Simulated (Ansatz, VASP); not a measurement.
ScAl4As: VASP beside Ansatz

File INCAR:

```
  PREC = Accurate
  ENCUT = 520
  EDIFF = 1E-6
  ISMEAR = 0
  SIGMA = 0.1
  LREAL = False
  LASPH = True
  NELM = 60
  ALGO = Fast
  ISIF = 2
  LWAVE = False
  LCHARG = False
  GGA = PE
  NBANDS = 23
```

Contents of KPOINTS:

```
regular mesh
0
Gamma
  4 4 4
```

File POSCAR:

```
ScAl4As
1.0
    0.0000000000      3.8829763000      3.8829763000
    3.8829763000      0.0000000000      3.8829763000
    3.8829763000      3.8829763000      0.0000000000
Sc Al As
1 4 1
Direct
    0.7500000000      0.7500000000      0.7500000000
    0.8750000000      0.3750000000      0.3750000000
    0.3750000000      0.3750000000      0.3750000000
    0.3750000000      0.8750000000      0.3750000000
    0.3750000000      0.3750000000      0.8750000000
    0.0000000000      0.0000000000      0.0000000000
```

Input for Ansatz:

```yaml
crystal:
  lattice:
    - [0.0, 3.8829763, 3.8829763]
    - [3.8829763, 0.0, 3.8829763]
    - [3.8829763, 3.8829763, 0.0]
  atoms:
    - { symbol: Sc, position: [0.75, 0.75, 0.75] }
    - { symbol: Al, position: [0.875, 0.375, 0.375] }
    - { symbol: Al, position: [0.375, 0.375, 0.375] }
    - { symbol: Al, position: [0.375, 0.875, 0.375] }
    - { symbol: Al, position: [0.375, 0.375, 0.875] }
    - { symbol: As, position: [0.0, 0.0, 0.0] }
basis:
  ecutwfc: 420
kpoints:
  mp_grid: { grid: [4, 4, 4] }
hamiltonian:
  xc: pbe
scf:
  occupations: { method: gaussian, width: 0.1 }
  lower_state_search: "off"
output:
  forces: true
  stress: true
  eigenvalues: true
```

Change from the starting cell: species swapped into the CaSmAl4 type (F-43m, No. 216).

Alike in both runs: task single point; functional PBE; k mesh 4 × 4 × 4; occupations gaussian, width 0.1 eV; no spin polarisation.

|  | VASP | Ansatz |
| --- | --- | --- |
| version | VASP 6.6.1 | Ansatz 0.2.0 |
| potentials or method | VASP PAW PBE potentials, release 64 (Sc_sv, Al, As), cutoff 520 eV | scalar-relativistic, plane waves, PAW |
| valence electrons in the cell | 28 | 38 |

Ansatz gave:

```
gap on the k mesh at the Fermi level (eV) : none
pressure (GPa)                            : -5.0
```

Problem. Which values does VASP return?

Solution. gap on the k mesh at the Fermi level (eV): none; pressure (GPa): -4.9.

A gap of «none» marks a metal or a gap that the smearing closes. VASP's potentials hold 28 valence electrons a cell and Ansatz's 38, so a difference there can come from the potentials and not from the codes.
